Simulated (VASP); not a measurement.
Wanted: the native input for a VASP 6.6.1 run.

| Property | Result |
| --- | --- |
| Task | single point |
| Functional | PBE |
| Potentials or basis | VASP PAW PBE potentials, release 64 (Sr_sv, O) |
| Cutoff | 600 eV |
| k mesh | 4 × 4 × 4 |
| Occupations | gaussian, width 0.01 eV |
| Spin | no spin polarisation |
| Dipole correction | no |
| Further INCAR settings | ALGO = Normal; EDIFF = 1e-06; NBANDS = 15 |

The structure of SrO lies in POSCAR:

```
SrO
1.0
    0.0000000000      2.7449445767      2.7449445767
    2.7449445767      0.0000000000      2.7449445767
    2.7449445767      2.7449445767      0.0000000000
Sr O
1 1
Direct
    0.0000000000      0.0000000000      0.0000000000
    0.2500000000      0.2500000000      0.2500000000
```

This cell differs from its parent crystal: volume changed by -5%.

One way to write it, as run:

INCAR

```
  PREC = Accurate
  ENCUT = 600
  EDIFF = 1E-6
  ISMEAR = 0
  SIGMA = 0.01
  LREAL = F
  LASPH = T
  NELM = 120
  ALGO = Normal
  ISIF = 2
  LWAVE = F
  LCHARG = F
  GGA = PE
  NBANDS = 15
  GGA_COMPAT = F
```

KPOINTS

```
regular mesh
0
Gamma
  4 4 4
```

Potentials or basis: VASP PAW PBE potentials, release 64 (Sr_sv, O).

Launch:

```console
$ cat potpaw_PBE.64/Sr_sv/POTCAR potpaw_PBE.64/O/POTCAR > POTCAR
$ mpirun -np 1 vasp_std > vasp.out
```

It gave:

```
Pressure               : 5.1 GPa
Band gap on the k mesh : 2.66 eV, indirect (least direct gap 3.62 eV)
```

Caveat: the k points lie up to 0.50 Å⁻¹ apart.

Wall time 16 s on 1 thread of AMD EPYC 7R13, with other jobs on the host, peak memory 0.14 GiB.
